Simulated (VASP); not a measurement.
# SnO (Pmn2_1) in VASP: single point with r2SCAN

Aim: the single point of SnO with r2SCAN.

Program: VASP 6.6.1. These are calculated values, not measurements. Logs are shortened: lines on timing, memory, paths and dates and some standing lists are left out, and cuts for length are marked.

### Step 1. The cell of the first run

The structure is orthorhombic, space group Pmn2_1 (No. 31). Conventional cell: a = 3.355 Å, b = 5.674 Å, c = 4.222 Å, α = 90.00°, β = 90.00°, γ = 90.00°. Sn (site symmetry m) has 3 O at 2.15 to 2.16 Å within 2.8 Å. Within 2.8 Å of O (site symmetry m) lie 3 Sn at 2.15 to 2.16 Å.

### Step 2. Single point, r2SCAN

The input, POSCAR:

```
SnO
1.0
    3.3550050000      0.0000000000      0.0000000000
    0.0000000000      5.6741040000      0.0000000000
    0.0000000000      0.0000000000      4.2219700000
Sn O
2 2
Direct
    0.0000000000      0.2319090000      0.5131440000
    0.5000000000      0.7680910000      0.0131440000
    0.0000000000      0.8912500000      0.7368570000
    0.5000000000      0.1087500000      0.2368570000
```

The input, INCAR.step1:

```
SYSTEM = SnO
PREC     = Accurate       ! precision mode
ENCUT    = 660            ! plane-wave cutoff, eV
ISMEAR   = 0              ! smearing method
SIGMA    = 0.01           ! smearing width, eV
LREAL    = .FALSE.        ! projectors in reciprocal space
LASPH    = .TRUE.         ! aspherical terms in the spheres
NELM     = 120            ! most SCF steps
NBANDS   = 28             ! bands
GGA      = PE             ! functional
ALGO     = Normal         ! electronic algorithm
EDIFF    = 1E-5           ! SCF threshold, eV
LWAVE    = .TRUE.         ! write WAVECAR
LCHARG   = .FALSE.        ! write CHGCAR
GGA_COMPAT= .FALSE.
```

The input, INCAR.step2:

```
SYSTEM = SnO
PREC     = Accurate       ! precision mode
ENCUT    = 660            ! plane-wave cutoff, eV
EDIFF    = 1E-6           ! SCF threshold, eV
ISMEAR   = 0              ! smearing method
SIGMA    = 0.01           ! smearing width, eV
LREAL    = .FALSE.        ! projectors in reciprocal space
LASPH    = .TRUE.         ! aspherical terms in the spheres
NELM     = 120            ! most SCF steps
ALGO     = Normal         ! electronic algorithm
ISIF     = 2              ! what is computed and relaxed
LWAVE    = .FALSE.        ! write WAVECAR
LCHARG   = .TRUE.         ! write CHGCAR
METAGGA  = R2SCAN         ! meta-GGA
LMIXTAU  = .TRUE.       
LELF     = .TRUE.         ! ELF
LVHAR    = .TRUE.       
NBANDS   = 28             ! bands
ISTART   = 1            
GGA_COMPAT= .FALSE.
```

The input, KPOINTS:

```
Automatic mesh
0
G
  4 2 4
  0 0 0
```

Potentials or basis: VASP PAW PBE potentials, release 64 (Sn_d, O).

Run with:

```bash
$ cat potpaw_PBE.64/Sn_d/POTCAR potpaw_PBE.64/O/POTCAR > POTCAR
$ cp INCAR.step1 INCAR
$ mpirun -np 1 vasp_std > vasp.out
$ cp INCAR.step2 INCAR
$ mpirun -np 1 vasp_std > vasp.out
```

OUTCAR:

```text
SYSTEM = SnO
   PREC = Accurate
   ENCUT = 660
   EDIFF = 1E-6
   ISMEAR = 0
   LREAL = .FALSE.
   LASPH = .TRUE.
   NELM = 120
   ISIF = 2
   METAGGA = R2SCAN
   ISTART = 1

 ion  position               nearest neighbor table
   1  0.000  0.232  0.513-   3 2.15   4 2.16   4 2.16
   2  0.500  0.768  0.013-   4 2.15   3 2.16   3 2.16
   3  0.000  0.891  0.737-   1 2.15   2 2.16   2 2.16
   4  0.500  0.109  0.237-   2 2.15   1 2.16   1 2.16

  LATTYP: Found a simple orthorhombic cell.
 ALAT       =     3.3550050000
 B/A-ratio  =     1.2584094510
 C/A-ratio  =     1.6912356315

  Lattice vectors:

 A1 = (  -3.3550050000,   0.0000000000,   0.0000000000)
 A2 = (   0.0000000000,   0.0000000000,   4.2219700000)
 A3 = (   0.0000000000,   5.6741040000,   0.0000000000)

Analysis of symmetry for initial positions (statically):
=====================================================================
 Subroutine PRICEL returns:
 Original cell was already a primitive cell.

 Routine SETGRP: Setting up the symmetry group for a
 simple orthorhombic supercell.

 Subroutine GETGRP returns: Found  4 space group operations
 (whereof  2 operations were pure point group operations)
 out of a pool of  8 trial point group operations.

The static configuration has the point symmetry C_1h.
 The point group associated with its full space group is C_2v.

Analysis of symmetry for dynamics (positions and initial velocities):
=====================================================================
 Subroutine PRICEL returns:
 Original cell was already a primitive cell.

 Routine SETGRP: Setting up the symmetry group for a
 simple orthorhombic supercell.

 Subroutine GETGRP returns: Found  4 space group operations
 (whereof  2 operations were pure point group operations)
 out of a pool of  8 trial point group operations.

The dynamic configuration has the point symmetry C_1h.
 The point group associated with its full space group is C_2v.

 Subroutine INISYM returns: Found  4 space group operations
 (whereof  2 operations are pure point group operations),
 and found     1 'primitive' translations

----------------------------------------------------------------------------------------

                                     Primitive cell

  volume of cell :      80.3722

  direct lattice vectors                    reciprocal lattice vectors
     3.355005000  0.000000000  0.000000000     0.298062149  0.000000000  0.000000000
     0.000000000  5.674104000  0.000000000     0.000000000  0.176239279  0.000000000
     0.000000000  0.000000000  4.221970000     0.000000000  0.000000000  0.236856254

  length of vectors
     3.355005000  5.674104000  4.221970000     0.298062149  0.176239279  0.236856254

  position of ions in fractional coordinates (direct lattice)
     0.000000000  0.231909000  0.513144000
     0.500000000  0.768091000  0.013144000
     0.000000000  0.891250000  0.736857000
     0.500000000  0.108750000  0.236857000

  ion indices of the primitive-cell ions
   primitive index   ion index
                 1           1
                 2           2
                 3           3
                 4           4

----------------------------------------------------------------------------------------

 KPOINTS: Automatic mesh

Automatic generation of k-mesh.
 Grid dimensions read from file:
 generate k-points for:    4    2    4

 Generating k-lattice:

  Cartesian coordinates                     Fractional coordinates (reciprocal lattice)
     0.074515537  0.000000000  0.000000000     0.250000000  0.000000000  0.000000000
     0.000000000  0.088119640  0.000000000     0.000000000  0.500000000  0.000000000
     0.000000000  0.000000000  0.059214064     0.000000000  0.000000000  0.250000000

  Length of vectors
     0.074515537  0.088119640  0.059214064

  Shift w.r.t. Gamma in fractional coordinates (k-lattice)
     0.000000000  0.000000000  0.000000000

 Subroutine IBZKPT returns following result:
 ===========================================

 Found     18 irreducible k-points:

 Following reciprocal coordinates:
            Coordinates               Weight
  0.000000  0.000000  0.000000      1.000000
  0.250000  0.000000  0.000000      2.000000
  0.500000  0.000000  0.000000      1.000000
  0.000000  0.500000  0.000000      1.000000
  0.250000  0.500000  0.000000      2.000000
  0.500000  0.500000  0.000000      1.000000
[... 10 lines left out ...]
  0.250000  0.500000  0.500000      2.000000
  0.500000  0.500000  0.500000      1.000000
   k-points           NKPTS =     18   k-points in BZ     NKDIM =     18   number of bands    NBANDS=     28
   number of dos      NEDOS =    301   number of ions     NIONS =      4
   total plane-waves  NPLWV =  48384
   dimension x,y,z NGX =    28 NGY =   48 NGZ =   36
   dimension x,y,z NGXF=    56 NGYF=   96 NGZF=   72
   ions per type =               2   2
   NGX,Y,Z   is equivalent  to a cutoff of  13.87, 14.06, 14.18 a.u.
   NGXF,Y,Z  is equivalent  to a cutoff of  27.75, 28.13, 28.35 a.u.
 SYSTEM =  SnO
   PREC   = accura    normal or accurate (medium, high low for compatibility)
   ISTART =      1    job   : 0-new  1-cont  2-samecut
   ICHARG =      0    charge: 1-file 2-atom 10-const
   ISPIN  =      1    spin polarized calculation?
   LNONCOLLINEAR =      F non collinear calculations
   LSORBIT =      F    spin-orbit coupling
   LASPH  =      T    aspherical Exc in radial PAW
   ENCUT  =  660.0 eV  48.51 Ry    6.96 a.u.   7.03 11.89  8.84*2*pi/ulx,y,z
   NELM   =    120;   NELMIN=  2; NELMDL=  0     # of ELM steps
   EDIFF  = 0.1E-05   stopping-criterion for ELM
   LREAL  =      F    real-space projection
   EDIFFG = 0.1E-04   stopping-criterion for IOM
   NSW    =      0    number of steps for IOM
   IBRION =     -1    ionic relax: 0-MD 1-quasi-New 2-CG
   NFREE  =      0    steps in history (QN), initial steepest desc. (CG)
   ISIF   =      2    stress and relaxation
   ISYM   =      2    0-nonsym 1-usesym 2-fastsym
   POTIM  = 0.5000    time-step for ionic-motion
   TEBEG  =    0.0;   TEEND  =   0.0 temperature during run
   PSTRESS=    0.0 pullay stress
   NELECT =      40.0000    total number of electrons
   NUPDOWN=      -1.0000    fix difference up-down
   EMIN   =  10.00;   EMAX   =-10.00  energy-range for DOS
   EFERMI =   0.00;   METHOD = LEGACY
   ISMEAR =     0;   SIGMA  =   0.01  broadening in eV -4-tet -1-fermi 0-gaus
   EFERMI_NEDOS =   21; number of points for ismear=-14 and -15
   IALGO  =     38    algorithm
   IMIX   =      4    mixing-type and parameters
     AMIX     =   0.40;   BMIX     =  1.00
     AMIX_MAG =   1.60;   BMIX_MAG =  1.00
  volume/ion in A,a.u.               =      20.09       135.59
  Fermi-wavevector in a.u.,A,eV,Ry     =   1.297357  2.451650 22.900458  1.683136
  Thomas-Fermi vector in A             =   2.428755
   LORBIT       =      0    0 simple, 1 ext, 2 COOP (PROOUT), +10 PAW based schemes
   METAGGA = R2SCAN    functional components
   LHFCALC =     F    Hartree Fock is set to
   AEXX    =    0.0000 exact exchange contribution
   IVDW    =     0    specifies the selected vdW correction
   LEPSILON=     F    determine dielectric tensor
   LRPA    =     F    only Hartree local field effects (RPA)
 non-spin polarized calculation
 Gauss-broadening in eV      SIGMA  =   0.01
  energy-cutoff  :      660.00
  volume of cell :       80.37
 maximum number of plane-waves:      3128
   NGX = 15   NGY = 23   NGZ = 17

 number of electron      40.0000004 magnetization

 Free energy of the ion-electron system (eV)
  ---------------------------------------------------
  ext. energy  EPLUGINS =         0.00000000
  ---------------------------------------------------
  free energy    TOTEN  =       -66.58186961 eV

  energy without entropy =      -66.58186961  energy(sigma->0) =      -66.58186961

 E-fermi :   4.6867     XC(G=0): -10.1379

 val. band max:        4.6237943876   @ k =   0.0000   0.0000   0.0000
 cond. band min:       6.8259695739   @ k =   0.5000   0.5000   0.0000
 fundamental gap:      2.2021751862
 Fermi energy:         4.6867104857

 k-point     1 :       0.0000    0.0000    0.0000
  band No.  band energies     occupation
      1     -17.3158      2.00000
      2     -16.8973      2.00000
      3     -16.7902      2.00000
      4     -16.7795      2.00000
      5     -16.7511      2.00000
      6     -16.7086      2.00000
[... 20 lines left out ...]
     27      14.0651      0.00000
     28      14.6855      0.00000

 k-point     2 :       0.2500    0.0000    0.0000
  band No.  band energies     occupation
      1     -17.3045      2.00000
      2     -17.0331      2.00000
      3     -16.7929      2.00000
      4     -16.7774      2.00000
      5     -16.7485      2.00000
      6     -16.7120      2.00000
[... 20 lines left out ...]
     27      13.6760      0.00000
     28      14.9224      0.00000

 k-point     3 :       0.5000    0.0000    0.0000
  band No.  band energies     occupation
      1     -17.2687      2.00000
      2     -17.2687      2.00000
      3     -16.7621      2.00000
      4     -16.7621      2.00000
      5     -16.7142      2.00000
      6     -16.7142      2.00000
[... 20 lines left out ...]
     27      14.5699      0.00000
     28      14.5699      0.00000

 k-point     4 :       0.0000    0.5000    0.0000
  band No.  band energies     occupation
      1     -17.3072      2.00000
      2     -16.9021      2.00000
      3     -16.7830      2.00000
      4     -16.7760      2.00000
      5     -16.7544      2.00000
      6     -16.7176      2.00000
[... 392 lines left out ...]
     27      15.4194      0.00000
     28      15.4194      0.00000

 k-point    17 :       0.2500    0.5000    0.5000
  band No.  band energies     occupation
      1     -17.2017      2.00000
      2     -17.2017      2.00000
      3     -16.7936      2.00000
      4     -16.7936      2.00000
      5     -16.7277      2.00000
      6     -16.7277      2.00000
[... 20 lines left out ...]
     27      15.7841      0.00000
     28      15.7841      0.00000

 k-point    18 :       0.5000    0.5000    0.5000
  band No.  band energies     occupation
      1     -17.2903      2.00000
      2     -17.2903      2.00000
      3     -16.7801      2.00000
      4     -16.7801      2.00000
      5     -16.7012      2.00000
      6     -16.7012      2.00000
[... 20 lines left out ...]
     27      15.9852      0.00000
     28      15.9852      0.00000

------------------------ aborting loop because EDIFF is reached ----------------------------------------

  FORCE on cell =-STRESS in cart. coord.  units (eV):
  Direction    XX          YY          ZZ          XY          YZ          ZX
  --------------------------------------------------------------------------------------
  -------------------------------------------------------------------------------------
  Total       -1.8181038     -1.2200847     -1.2377031      0.0000000      0.0000000      0.0000000
  in kB      -36.2429596    -24.3217582    -24.6729713      0.0000000      0.0000000      0.0000000
  external PRESSURE =     -28.4125630 kB  Pullay stress =       0.0000000 kB

 VOLUME and BASIS-vectors are now :
 -----------------------------------------------------------------------------
  energy-cutoff  :      660.00
  volume of cell :       80.37
      direct lattice vectors                 reciprocal lattice vectors
     3.355005000  0.000000000  0.000000000     0.298062149  0.000000000  0.000000000
     0.000000000  5.674104000  0.000000000     0.000000000  0.176239279  0.000000000
     0.000000000  0.000000000  4.221970000     0.000000000  0.000000000  0.236856254

 POSITION                                       TOTAL-FORCE (eV/Angst)
 -----------------------------------------------------------------------------------
      0.00000      1.31588      2.16648         0.000000     -0.482437     -0.157589
      1.67750      4.35823      0.05549         0.000000      0.482437     -0.157589
      0.00000      5.05705      3.11099         0.000000      0.195476      0.157589
      1.67750      0.61706      1.00000         0.000000     -0.195476      0.157589
 -----------------------------------------------------------------------------------
    total drift:                                0.000000      0.000000     -0.000028

  FREE ENERGIE OF THE ION-ELECTRON SYSTEM (eV)
  ---------------------------------------------------
  free  energy   TOTEN  =       -66.5818696099 eV

  energy  without entropy=      -66.5818696099  energy(sigma->0) =      -66.58186961
```

It took 4.9 min on 1 thread of Intel Xeon 8259CL, shared host; peak memory 0.24 GiB.

Results:

| Property | Result |
| --- | --- |
| Free energy | -66.5819 eV |
| Pressure | -2.8 GPa |
| Largest force | 0.508 eV/Å |
| Band gap on the k mesh | 2.20 eV (least direct gap 2.92 eV) |

Forces in eV/Å, atoms in the order of the input:
```
Sn   0.000 -0.482 -0.158
Sn   0.000  0.482 -0.158
O    0.000  0.195  0.158
O    0.000 -0.195  0.158
```

Levels at points of the mesh, in eV from the valence-band top:
| k point | band 18 | band 19 | band 20 | band 21 | band 22 | band 23 |
| --- | --- | --- | --- | --- | --- | --- |
| (0.00, 0.00, 0.00) | -2.79 | -2.20 | 0.00 | 3.03 | 3.60 | 6.36 |
| (0.50, 0.00, 0.00) | -2.75 | -1.26 | -1.26 | 2.91 | 2.91 | 5.97 |
| (0.00, 0.50, 0.00) | -2.81 | -1.70 | -1.45 | 3.73 | 4.29 | 5.25 |
| (0.50, 0.50, 0.00) | -2.82 | -0.90 | -0.90 | 2.20 | 2.20 | 6.70 |
| (0.00, 0.00, 0.50) | -3.36 | -1.75 | -1.75 | 3.07 | 3.07 | 5.71 |
| (0.50, 0.00, 0.50) | -3.26 | -1.10 | -1.10 | 2.40 | 2.40 | 5.02 |
| (0.00, 0.50, 0.50) | -3.02 | -1.54 | -1.54 | 2.24 | 2.24 | 6.54 |
| (0.50, 0.50, 0.50) | -3.54 | -0.46 | -0.46 | 2.71 | 2.71 | 4.59 |

Caveat: the k points lie up to 0.55 Å⁻¹ apart; the PAW data sets were made with another functional, which shifts forces and pressure a little; spin-orbit coupling is left out, which moves the levels of the heavy elements. A k mesh can miss the band edges.
